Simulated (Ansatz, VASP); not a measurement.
**Pt in VASP and in Ansatz**

INCAR

```
PREC     = Accurate       # precision mode
ENCUT    = 570            # plane-wave cutoff, eV
EDIFF    = 1E-6           # SCF threshold, eV
ISMEAR   = 0              # smearing method
SIGMA    = 0.15           # smearing width, eV
LREAL    = F              # projectors in reciprocal space
LASPH    = T              # aspherical terms in the spheres
NELM     = 120            # most SCF steps
ALGO     = Normal         # electronic algorithm
ISIF     = 2              # what is computed and relaxed
LWAVE    = F              # write WAVECAR
LCHARG   = F              # write CHGCAR
GGA      = CA             # functional
NBANDS   = 15             # bands
GGA_COMPAT= F
```

File KPOINTS:

```
Automatic mesh
0
Gamma
  20 20 20
```

Contents of POSCAR:

```
Pt
1.0
    0.0000000000      1.9468328700      1.9127632948
    1.8932949661      0.0000000000      1.9127632948
    1.8932949661      1.9468328700      0.0000000000
Pt
1
Direct
    0.0000000000      0.0000000000      0.0000000000
```

Input for Ansatz:

```yaml
crystal:
  lattice:
    - [0.0, 1.94683287, 1.9127632948]
    - [1.8932949661, 0.0, 1.9127632948]
    - [1.8932949661, 1.94683287, 0.0]
  atoms:
    - { symbol: Pt, position: [0.0, 0.0, 0.0] }
basis:
  ecutwfc: 420
kpoints:
  mp_grid: { grid: [20, 20, 20] }
hamiltonian:
  xc: lda
scf:
  occupations: { method: gaussian, width: 0.15 }
output:
  forces: true
  stress: true
  eigenvalues: true
```

Change from the starting cell: normal strain along x -0.0275, normal strain along z -0.0175.

Alike in both runs: task single point; functional LDA; k mesh 20 × 20 × 20; occupations gaussian, width 0.15 eV; no spin polarisation.

```csv
,VASP,Ansatz
version,VASP 6.6.1,Ansatz 0.2.0
potentials or method,"VASP PAW LDA potentials, release 64 (Pt_sv_GW), cutoff 570 eV","scalar-relativistic, plane waves, PAW"
valence electrons in the cell,18,18
```

```csv
,VASP,Ansatz,Ansatz less VASP
gap on the k mesh at the Fermi level (eV),none,none,-
pressure (GPa),15.6,16.0,+0.36
"traceless stress, the component that is largest in VASP (GPa)",-2.17,-2.18,-0.016
```

LDA's correlation is that of Perdew and Zunger in VASP and of Perdew and Wang (1992) in Ansatz. A gap of «none» marks a metal or a gap that the smearing closes.

Spin-orbit coupling is off throughout.
